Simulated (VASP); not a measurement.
A run of VASP 6.6.1 is set up as follows.

File INCAR:

```
PREC = Accurate ; ENCUT = 520
EDIFF = 1E-6 ; ISMEAR = 0
SIGMA = 0.05 ; LREAL = False
LASPH = True ; NELM = 100
ALGO = Normal ; ISIF = 2
LWAVE = False ; LCHARG = False
GGA = PE ; NBANDS = 16
```

The input KPOINTS:

```
Automatic mesh
0
Gamma
  8 8 8
```

POSCAR

```
GaP
1.0
    0.0000000000      2.7252500000      2.7252500000
    2.5889875000      0.0000000000      2.7252500000
    2.5889875000      2.7252500000      0.0000000000
Ga P
1 1
Direct
    0.0000000000      0.0000000000      0.0000000000
    0.7500000000      0.7500000000      0.7500000000
```

Potentials or basis: VASP PAW PBE potentials, release 64 (Ga_d, P).

Run with:

```sh
$ cat potpaw_PBE.64/Ga_d/POTCAR potpaw_PBE.64/P/POTCAR > POTCAR
$ mpirun -np 1 vasp_std > vasp.out
```

Problem. Estimate the band gap on the k mesh.

Solution. 1.06 eV, indirect (least direct gap 2.06 eV).

Problem. What does it give for the pressure?

Solution. 7.3 GPa.

Stress tensor (GPa, compression positive):
```
9.60 0.00 0.00
0.00 6.22 0.00
0.00 0.00 6.22
```

Caveat: the cell differs from its parent crystal (strain -0.0500 x Voigt [1, 0, 0, 0, 0, 0]). A k mesh can miss the band edges.
